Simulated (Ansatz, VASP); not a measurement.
## One calculation of CuO, two programs

The input POSCAR:

```
CuO
1.0
    2.3418500000     -1.7113000000      0.0000000000
    2.3418500000      1.7113000000      0.0000000000
   -0.8500274268      0.0000000000      5.0578693947
Cu O
2 2
Direct
    0.5000000000      0.0000000000      0.5000000000
    0.0000000000      0.5000000000      0.0000000000
    0.4184000000      0.5816000000      0.7500000000
    0.5816000000      0.4184000000      0.2500000000
```

File INCAR.step1:

```
ALGO = Normal ; EDIFF = 1E-4
ENCUT = 520 ; GGA = PE
ISMEAR = -1 ; LASPH = T
LCHARG = F ; LDAU = T
LDAUJ = 0 0 ; LDAUL = 2 -1
LDAUTYPE = 2 ; LDAUU = 4.5 0
LMAXMIX = 4 ; LREAL = F
LWAVE = T ; NBANDS = 25
NELM = 150 ; PREC = Accurate
SIGMA = 0.05
```

INCAR.step2

```
ALGO = Normal ; EDIFF = 1E-7
ENCUT = 520 ; ISIF = 2
ISMEAR = -1 ; ISTART = 1
LASPH = T ; LCHARG = T
LDAU = T ; LDAUJ = 0 0
LDAUL = 2 -1 ; LDAUPRINT = 1
LDAUTYPE = 2 ; LDAUU = 4.5 0
LELF = T ; LMAXMIX = 4
LMIXTAU = T ; LREAL = F
LVHAR = T ; LWAVE = F
METAGGA = R2SCAN ; NBANDS = 25
NELM = 150 ; PREC = Accurate
SIGMA = 0.05
```

The input KPOINTS:

```
k-points
0
Gamma
  10 10 5
```

File input.yaml:

```yaml
crystal:
  lattice:
    - [2.34185, -1.7113, 0.0]
    - [2.34185, 1.7113, 0.0]
    - [-0.8500274268, 0.0, 5.0578693947]
  atoms:
    - { symbol: Cu, position: [0.5, 0.0, 0.5] }
    - { symbol: Cu, position: [0.0, 0.5, 0.0] }
    - { symbol: O, position: [0.4184, 0.5816, 0.75] }
    - { symbol: O, position: [0.5816, 0.4184, 0.25] }
hamiltonian:
  xc: r2scan
  pseudopotentials: { kind: paw }
  hubbard: { sites: [{ species: Cu, l: d, u_eff: 4.5 }] }
kpoints:
  mp_grid: { grid: [10, 10, 5] }
  band_path:
    path:
      - [[0.0, 0.0, 0.0], [-0.5, -0.5, 0.0], [-0.5247847702, -0.5247847702, 0.3275098836], [-0.5, -0.5, 0.5], [-0.6335075857, -0.3664924143, 0.5]]
      - [[-0.3664924143, 0.3664924143, 0.5], [0.0, 0.0, 0.5], [-0.4752152298, -0.4752152298, 0.6724901164]]
      - [[-0.5, -0.5, 0.0], [-0.612731633, -0.387268367, 0.0]]
      - [[-0.387268367, 0.387268367, 0.0], [0.0, 0.0, 0.0], [-0.5, 0.0, 0.0]]
      - [[-0.5, 0.0, 0.5], [0.0, 0.0, 0.0]]
    npoints: 14
scf:
  occupations: { method: fermi_dirac, width: 0.05 }
  n_extra_bands: 10
output:
  forces: true
  stress: true
  eigenvalues: true
  fatbands: true
  write_density: true
  write_potential: true
  elf: true
  volumetric_format: npy
```

Alike in both runs: functional r2SCAN; k mesh 10 × 10 × 5; occupations fermi-dirac, width 0.05 eV; no spin polarisation; Hubbard terms Cu d U = 4.5 eV.

```csv
,VASP,Ansatz
version,VASP 6.6.1,Ansatz 0.2.0
potentials or method,"VASP PAW PBE potentials, release 64 (Cu, O)",Ansatz PAW
plane-wave cutoff (eV),520,500
valence electrons in the cell,34,50
task,single point,band structure
```

```tsv
	VASP	Ansatz	Ansatz less VASP
gap on the k mesh at the Fermi level (eV)	none	none	-
pressure (GPa)	-3.7	0.6	+4.32
traceless stress, the component that is largest in VASP (GPa)	1.45	0.83	-0.614
rms of the force components (eV/Å)	0.078	0.072	-0.0067
```

VASP's potentials were made for PBE, not for r2SCAN. The programs project onto different local orbitals, so the same U acts differently, and such runs can settle in different states. Atom by atom the forces differ by 0.007 eV/Å (rms over components). A gap of «none» marks a metal or a gap that the smearing closes. VASP's potentials hold 34 valence electrons a cell and Ansatz's 50, so a difference there can come from the potentials and not from the codes.
